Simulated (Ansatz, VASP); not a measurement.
**One calculation of C, two programs**

INCAR

```
SYSTEM = C
PREC     = Accurate       ! precision mode
ENCUT    = 520            ! plane-wave cutoff, eV
EDIFF    = 1E-6           ! SCF threshold, eV
ISMEAR   = -1             ! smearing method
SIGMA    = 0.03           ! smearing width, eV
LREAL    = .FALSE.        ! projectors in reciprocal space
LASPH    = .TRUE.         ! aspherical terms in the spheres
NELM     = 60             ! most SCF steps
ALGO     = Normal         ! electronic algorithm
ISIF     = 2              ! what is computed and relaxed
LWAVE    = .FALSE.        ! write WAVECAR
LCHARG   = .TRUE.         ! write CHGCAR
LELF     = .TRUE.         ! ELF
LVHAR    = .TRUE.       
NBANDS   = 8              ! bands
```

The input KPOINTS:

```
regular mesh
0
G
  16 16 16
  0 0 0
```

Contents of POSCAR:

```
C
1.0
   -1.1840705558      1.1840705558      1.1840705558
    1.1840705558     -1.1840705558      1.1840705558
    1.1840705558      1.1840705558     -1.1840705558
C
1
Direct
    0.0000000000      0.0000000000      0.0000000000
```

Input for Ansatz:

```yaml
crystal:
  lattice:
    - [-1.1840705558, 1.1840705558, 1.1840705558]
    - [1.1840705558, -1.1840705558, 1.1840705558]
    - [1.1840705558, 1.1840705558, -1.1840705558]
  atoms:
    - { symbol: C, position: [0.0, 0.0, 0.0] }
kpoints:
  mp_grid: { grid: [16, 16, 16] }
  band_path:
    path:
      - [0.0, 0.0, 0.0]
      - [0.5, -0.5, 0.5]
      - [0.0, 0.0, 0.5]
      - [0.0, 0.0, 0.0]
      - [0.25, 0.25, 0.25]
      - [0.5, -0.5, 0.5]
      - [0.25, 0.25, 0.25]
      - [0.0, 0.0, 0.5]
    npoints: 5
scf:
  occupations: { method: fermi_dirac, width: 0.03 }
hamiltonian:
  xc: lda
  pseudopotentials: { kind: all_electron, lapw: { basis_error: 0.00025 } }
output:
  forces: true
  stress: true
  eigenvalues: true
```

Alike in both runs: task single point; functional LDA; k mesh 16 × 16 × 16; occupations fermi-dirac, width 0.03 eV; no spin polarisation.

```csv
,VASP,Ansatz
version,VASP 6.6.1,Ansatz 0.2.0
potentials or method,"VASP PAW LDA potentials, release 64 (C), cutoff 520 eV","all-electron LAPW, scalar-relativistic"
```

Ansatz gave:

| Property | Result |
| --- | --- |
| pressure (GPa) | -11.5 |

Q: What did VASP give for the same quantities?

A: Pressure (GPa): -11.0.

LDA's correlation is that of Perdew and Zunger in VASP and of Perdew and Wang (1992) in Ansatz. Ansatz ran all-electron here, and VASP with PAW potentials.
